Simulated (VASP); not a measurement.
GaP: single point with LDA

GaP:

```
Ga P
1.0
     0.00000    2.69580    2.69580
     2.69580    0.00000    2.69580
     2.69580    2.69580    0.00000
Ga P
1 1
Direct
  0.00000 0.00000 0.00000
  0.25000 0.25000 0.25000
```

This cell differs from its parent crystal: volume scaled by 1.000 of the coarse rest volume.

```
Program             : VASP 6.6.1
Task                : single point
Functional          : LDA
Potentials or basis : VASP PAW LDA potentials, release 64 (Ga_d, P)
Cutoff              : 500 eV
k mesh              : 6 × 6 × 6
Occupations         : gaussian, width 0.02 eV
Spin                : no spin polarisation
```

| Item | Value |
| --- | --- |
| Pressure | 0.1 GPa |
| Band gap on the k mesh | 1.42 eV, indirect (least direct gap 1.91 eV) |

Levels at points of the mesh, in eV from the valence-band top:
```tsv
k point	band 5	band 6	band 7	band 8	band 9	band 10	band 11	band 12	band 13	band 14
(0.00, 0.00, 0.00)	-14.67	-12.76	0.00	0.00	0.00	1.91	3.78	3.78	3.78	8.63
(0.50, 0.00, 0.00)	-14.66	-10.57	-6.90	-1.18	-1.18	1.61	4.62	4.62	8.10	10.88
(0.50, 0.50, 0.00)	-14.64	-9.60	-7.00	-2.83	-2.83	1.42	1.65	10.70	10.70	11.27
```

Run time: 7.1 s on 1 thread of AMD EPYC 7R13 Processor (Zen 3), with other jobs on the host, peak memory 0.11 GiB.

 A k mesh can miss the band edges.
